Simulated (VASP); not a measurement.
Sr, 1 atom in the cell. Symmetry: Fm-3m, No. 225, cubic system. The conventional cell has a = 6.152 Å, b = 6.152 Å, c = 6.152 Å, α = 90.00°, β = 90.00°, γ = 90.00°. Within 5.7 Å of Sr (site symmetry m-3m) lie 12 Sr at 4.35 Å. 

```yaml
Program: VASP 6.6.1
Task: single point
Functional: PBE
Potentials_or_basis: VASP PAW PBE potentials, release 64 (Sr_sv)
Cutoff: 520 eV
k_mesh: 31 × 31 × 31
Occupations: fermi-dirac, width 0.0612256 eV
Spin: no spin polarisation
Dipole_correction: no
Further_INCAR_settings: ALGO = Normal; EDIFF = 1e-06; NBANDS = 11
```

Potentials or basis: VASP PAW PBE potentials, release 64 (Sr_sv).

Launch:

```sh
$ cat potpaw_PBE.64/Sr_sv/POTCAR > POTCAR
$ mpirun -np 1 vasp_std > vasp.out
```

Hardware: 1 thread of Intel Xeon 6975P-C, with other jobs on the host.

**Question.** Estimate the wall time of this run.

**Answer.** Wall time 3 min on 1 thread of Intel Xeon 6975P-C, on a shared host, peak memory 0.6 GiB. Counts: scf iterations 11, k points 816.
